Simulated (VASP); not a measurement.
Runs of VASP 6.6.1 on Os3Cl. The structure is that of space group Pm-3m (No. 221), or close to it. The cells are those of the table. 

```tsv
task	spin	cell	k mesh	cutoff (eV)	gap on the mesh (eV)	pressure (GPa)	moment (μB)	relaxed volume (Å³/atom)
relaxation of cell and atoms	off	relaxed from a = 3.905 Å, 4 atoms	12 × 12 × 12	600	none	0.0	-	14.96
single point	collinear	a = 4.007 Å, 4 atoms	4 × 4 × 4	520	none	(a)	0.37	-
relaxation of cell and atoms	collinear	relaxed from a = 4.007 Å, 4 atoms	4 × 4 × 4	600	none	-0.2	0.00	14.94
single point	off	a = 3.908 Å, 4 atoms	12 × 12 × 12	520	none	0.5	-	-
single point	collinear	a = 3.905 Å, 4 atoms	4 × 4 × 4	520	none	0.5	0.00	-
```

Alike in all rows: level PBE; potentials or basis VASP PAW PBE potentials, release 64 (Os, Cl); smearing gaussian 0.1 eV.

Q: Fill in the values left out.

A: (a) -14.5.

Caveats: some runs use coarse meshes; spin-orbit coupling is left out, which moves the levels of the heavy elements; an odd number of electrons without spin polarisation forces a metal (at least some runs); a magnetic or distorted state may lie lower (at least some runs); a moment this small can come from the mesh or the smearing (at least some runs).

A k mesh can miss the band edges, and the runs leave out spin-orbit coupling on Os.

A gap of «none» marks levels without a gap at the run's occupations.
